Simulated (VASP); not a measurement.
Input of a VASP 6.6.1 run:

The input INCAR:

```
ALGO = Normal
EDIFF = 1E-6
ENCUT = 520
GGA = PE
ISIF = 2
ISMEAR = 0
LASPH = True
LCHARG = False
LREAL = False
LWAVE = False
NBANDS = 28
NELM = 100
PREC = Accurate
SIGMA = 0.1
```

KPOINTS

```
k-points
0
Gamma
  3 3 4
```

File POSCAR:

```
SiCl5
1.0
    6.3535847361      0.0000000030      0.0000000000
   -3.1767923706      5.5023657850      0.0000000000
    0.0000000000      0.0000000000      4.7481819521
Si Cl
1 5
Direct
    0.3333333333      0.6666666667      0.0000000000
    0.8046936461      0.1953063539      0.5000000000
    0.8046936461      0.6093872922      0.5000000000
    0.3906127078      0.1953063539      0.5000000000
    0.0000000000      0.0000000000      0.0000000000
    0.3333333333      0.6666666667      0.5000000000
```

Potentials or basis: VASP PAW PBE potentials, release 64 (Si, Cl).

Command:

```bash
$ cat potpaw_PBE.64/Si/POTCAR potpaw_PBE.64/Cl/POTCAR > POTCAR
$ mpirun -np 1 vasp_std > vasp.out
```

Task: What does it give for the pressure?

Result: 0.1 GPa.

Task: Estimate the largest force.

Result: 0.041 eV/Å.

Forces on the atoms (eV/Å):
```
Si   0.000  0.000  0.000
Cl  -0.035  0.020  0.000
Cl   0.000 -0.041  0.000
Cl   0.035  0.020  0.000
Cl   0.000  0.000  0.000
Cl   0.000  0.000  0.000
```

Caveat: the k points lie up to 0.38 Å⁻¹ apart; an odd number of electrons without spin polarisation forces a metal; a magnetic or distorted state may lie lower.
